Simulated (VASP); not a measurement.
# CsSnBr3 (Pm-3m) in VASP: notebook, part 2 of 2

VASP 6.6.1.

## Step 3: Single point, BLYP

File INCAR:

```
SYSTEM = CsSnBr3
PREC = Accurate ; ENCUT = 500
EDIFF = 1E-6 ; ISMEAR = 0
SIGMA = 0.01 ; LREAL = .FALSE.
LASPH = .TRUE. ; NELM = 120
ALGO = Normal ; ISIF = 2
LWAVE = .FALSE. ; LCHARG = .FALSE.
GGA = B5 ; ALDAX = 1.0
AGGAX = 1.0 ; AGGAC = 1.0
ALDAC = 0.0 ; NBANDS = 30
GGA_COMPAT = .FALSE.
```

File KPOINTS:

```
Automatic mesh
0
G
  4 4 4
  0 0 0
```

File POSCAR:

```
CsSnBr3
1.0
    5.8390060000      0.0000000000      0.0000000000
    0.0000000000      5.8390060000      0.0000000000
    0.0000000000      0.0000000000      5.8390060000
Cs Sn Br
1 1 3
Direct
    0.0000000000      0.0000000000      0.0000000000
    0.5000000000      0.5000000000      0.5000000000
    0.5000000000      0.0000000000      0.5000000000
    0.5000000000      0.5000000000      0.0000000000
    0.0000000000      0.5000000000      0.5000000000
```

Potentials or basis: VASP PAW PBE potentials, release 64 (Cs_sv, Sn_d, Br).

The run is started by

```console
$ cat potpaw_PBE.64/Cs_sv/POTCAR potpaw_PBE.64/Sn_d/POTCAR potpaw_PBE.64/Br/POTCAR > POTCAR
$ mpirun -np 1 vasp_std > vasp.out
```

OUTCAR:

```text
SYSTEM = CsSnBr3
   PREC = Accurate
   ENCUT = 500
   EDIFF = 1E-6
   ISMEAR = 0
   LREAL = .FALSE.
   LASPH = .TRUE.
   NELM = 120
   ISIF = 2
   GGA = B5

 ion  position               nearest neighbor table
   1  0.000  0.000  0.000-
   2  0.500  0.500  0.500-   3 2.92   4 2.92   5 2.92   4 2.92   3 2.92   5 2.92
   3  0.500  0.000  0.500-   2 2.92   2 2.92
   4  0.500  0.500  0.000-   2 2.92   2 2.92
   5  0.000  0.500  0.500-   2 2.92   2 2.92

  LATTYP: Found a simple cubic cell.
[... 515 lines left out ...]
  --------------------------------------------------------------------------------------
  -------------------------------------------------------------------------------------
  Total        2.7797134      2.7797134      2.7797134     -0.0000000      0.0000000     -0.0000000
  in kB       22.3714351     22.3714351     22.3714351     -0.0000000      0.0000000     -0.0000000
  external PRESSURE =      22.3714351 kB  Pullay stress =       0.0000000 kB

 VOLUME and BASIS-vectors are now :
 -----------------------------------------------------------------------------
  energy-cutoff  :      500.00
  volume of cell :      199.08
      direct lattice vectors                 reciprocal lattice vectors
     5.839006000  0.000000000  0.000000000     0.171262026  0.000000000  0.000000000
     0.000000000  5.839006000  0.000000000     0.000000000  0.171262026  0.000000000
     0.000000000  0.000000000  5.839006000     0.000000000  0.000000000  0.171262026

 POSITION                                       TOTAL-FORCE (eV/Angst)
 -----------------------------------------------------------------------------------
      0.00000      0.00000      0.00000         0.000000      0.000000      0.000000
      2.91950      2.91950      2.91950         0.000000      0.000000      0.000000
      2.91950      0.00000      2.91950         0.000000      0.000000      0.000000
      2.91950      2.91950      0.00000         0.000000      0.000000      0.000000
      0.00000      2.91950      2.91950         0.000000      0.000000      0.000000
 -----------------------------------------------------------------------------------
    total drift:                                0.000000     -0.000000     -0.000000

  FREE ENERGIE OF THE ION-ELECTRON SYSTEM (eV)
  ---------------------------------------------------
  free  energy   TOTEN  =       -14.1778794584 eV

  energy  without entropy=      -14.1778794584  energy(sigma->0) =      -14.17787946
```

OSZICAR:

```text
N       E                     dE             d eps       ncg     rms          rms(c)
DAV:   1     0.383284894138E+03    0.38328E+03   -0.18589E+04   600   0.136E+03
DAV:   2     0.354999466213E+02   -0.34778E+03   -0.33315E+03   696   0.311E+02
DAV:   3    -0.129147374533E+02   -0.48415E+02   -0.47918E+02   694   0.126E+02
DAV:   4    -0.147755468419E+02   -0.18608E+01   -0.18538E+01   768   0.297E+01
DAV:   5    -0.148147267859E+02   -0.39180E-01   -0.39159E-01   712   0.410E+00    0.463E+00
DAV:   6    -0.142244767806E+02    0.59025E+00   -0.98039E-01   852   0.536E+00    0.261E+00
DAV:   7    -0.141737417349E+02    0.50735E-01   -0.39255E-01   780   0.272E+00    0.110E+00
DAV:   8    -0.141779965478E+02   -0.42548E-02   -0.42304E-02   718   0.138E+00    0.181E-01
DAV:   9    -0.141775891311E+02    0.40742E-03   -0.40816E-03   896   0.424E-01    0.936E-02
DAV:  10    -0.141778470099E+02   -0.25788E-03   -0.65927E-04   704   0.131E-01    0.417E-02
DAV:  11    -0.141778778746E+02   -0.30865E-04   -0.98905E-05   764   0.720E-02    0.696E-03
DAV:  12    -0.141778796085E+02   -0.17339E-05   -0.12265E-05   766   0.254E-02    0.648E-03
DAV:  13    -0.141778794584E+02    0.15014E-06   -0.32511E-07   486   0.383E-03
   1 F= -.14177879E+02 E0= -.14177879E+02  d E =-.595866E-37
```

stdout:

```text
POSCAR found type information on POSCAR CsSnBr
 POSCAR found :  3 types and       5 ions
 scaLAPACK will be used
 -----------------------------------------------------------------------------
|                                                                             |
|                                                                             |
|     You enforced a specific xc type in the INCAR file but a different       |
|     I HOPE YOU KNOW WHAT YOU ARE DOING!                                     |
|                                                                             |
 -----------------------------------------------------------------------------

 LDA part: xc-table for (Slater(with rela. corr.)+VWN5), standard interpolation
 POSCAR, INCAR and KPOINTS ok, starting setup
 FFT: planning ... GRIDC
 FFT: planning ... GRID_SOFT
 FFT: planning ... GRID
 WAVECAR not read
 entering main loop
```

It took 2.8 min on 1 thread of Intel Xeon 8259CL, shared host; peak memory 0.34 GiB.

Results:

```
Free energy            : -14.1779 eV
Pressure               : 2.2 GPa
Band gap on the k mesh : 0.63 eV
```

Levels at points of the mesh, in eV from the valence-band top:
```csv
k point,band 19,band 20,band 21,band 22,band 23,band 24,band 25,band 26
"(0.00, 0.00, 0.00)",-2.90,-2.77,-2.77,-2.77,2.35,3.37,3.37,4.07
"(0.50, 0.00, 0.00)",-3.03,-2.89,-2.89,-1.92,1.58,3.76,4.41,4.42
"(0.50, 0.50, 0.00)",-3.15,-3.15,-2.42,-0.94,1.14,1.14,4.02,4.44
"(0.50, 0.50, 0.50)",-2.41,-2.41,-2.41,0.00,0.63,0.63,0.63,3.81
```

Caveat: the PAW data sets were made with another functional, which shifts forces and pressure a little; spin-orbit coupling is left out, which moves the levels of the heavy elements.

## Step 4: Single point, LDA

File INCAR:

```
SYSTEM = CsSnBr3
ALGO = Normal
EDIFF = 1E-6
ENCUT = 500
GGA_COMPAT = .False.
ISIF = 2
ISMEAR = 0
LASPH = .True.
LCHARG = .False.
LREAL = .False.
LWAVE = .False.
NBANDS = 30
NELM = 120
PREC = Accurate
SIGMA = 0.01
```

File KPOINTS:

```
k-points
0
Gamma
  4 4 4
  0 0 0
```

POSCAR is that of step 3.

Potentials or basis: VASP PAW LDA potentials, release 64 (Cs_sv, Sn_d, Br).

The run is started by

```console
$ cat potpaw_LDA.64/Cs_sv/POTCAR potpaw_LDA.64/Sn_d/POTCAR potpaw_LDA.64/Br/POTCAR > POTCAR
$ mpirun -np 1 vasp_std > vasp.out
```

Wall time 98 s (1 thread of Intel Xeon 8259CL, shared host); peak memory 0.28 GiB.

The run converged. Its results:

- Free energy: -17.7148 eV
- Pressure: -1.7 GPa
- Band gap on the k mesh: 0.40 eV

Levels at points of the mesh, in eV from the valence-band top:
```csv
k point,band 18,band 19,band 20,band 21,band 22,band 23,band 24,band 25,band 26,band 27
"(0.00, 0.00, 0.00)",-2.91,-2.91,-2.78,-2.78,-2.78,1.96,3.10,3.10,3.82,3.82
"(0.50, 0.00, 0.00)",-3.09,-3.06,-2.90,-2.90,-1.95,1.42,3.46,4.07,4.19,4.28
"(0.50, 0.50, 0.00)",-3.22,-3.18,-3.18,-2.41,-0.95,0.95,0.95,3.86,4.26,4.64
"(0.50, 0.50, 0.50)",-3.21,-2.40,-2.40,-2.40,0.00,0.40,0.40,0.40,3.50,4.23
```

Caveat: spin-orbit coupling is left out, which moves the levels of the heavy elements. A k mesh can miss the band edges.

## Step 5: The runs side by side

| level | potentials or basis | gap on the mesh (eV) | pressure (GPa) |
| --- | --- | --- | --- |
| revPBE | VASP PAW PBE potentials, release 64 (Cs_sv, Sn_d, Br) | 0.54 | 1.8 |
| BLYP | VASP PAW PBE potentials, release 64 (Cs_sv, Sn_d, Br) | 0.63 | 2.2 |
| LDA | VASP PAW LDA potentials, release 64 (Cs_sv, Sn_d, Br) | 0.40 | -1.7 |

Alike in all rows: task single point; no spin polarisation; cell as given; k mesh 4 × 4 × 4; cutoff (eV) 500; smearing gaussian 0.01 eV.

Caveats: spin-orbit coupling is left out, which moves the levels of the heavy elements; the PAW data sets were made with another functional, which shifts forces and pressure a little (at least some runs).

Absolute energies hang on the potentials; compare differences alone.
